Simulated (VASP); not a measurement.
Input of a VASP 6.6.1 run:

Contents of INCAR:

```
SYSTEM = ZnSe
  PREC = Accurate
  ENCUT = 520
  EDIFF = 1E-6
  ISMEAR = 0
  SIGMA = 0.01
  LREAL = .FALSE.
  LASPH = .TRUE.
  NELM = 100
  ALGO = Normal
  ISIF = 2
  LWAVE = .FALSE.
  LCHARG = .FALSE.
  GGA = PS
  NBANDS = 16
```

KPOINTS

```
Automatic mesh
0
G
  8 8 8
  0 0 0
```

File POSCAR:

```
ZnSe
1.0
    0.0000000000      2.8027645003      2.8027645003
    2.8027645003      0.0000000000      2.8027645003
    2.8027645003      2.8027645003      0.0000000000
Zn Se
1 1
Direct
    0.0000000000      0.0000000000      0.0000000000
    0.7500000000      0.7500000000      0.7500000000
```

Potentials or basis: VASP PAW PBE potentials, release 64 (Zn, Se).

Command:

```console
$ cat potpaw_PBE.64/Zn/POTCAR potpaw_PBE.64/Se/POTCAR > POTCAR
$ mpirun -np 1 vasp_std > vasp.out
```

(1) What does it give for the band gap on the k mesh?

(2) Predict the pressure.

## Answers

(1) 1.30 eV, direct.

(2) 1.3 GPa.

Caveat: the PAW data sets were made with another functional, which shifts forces and pressure a little.
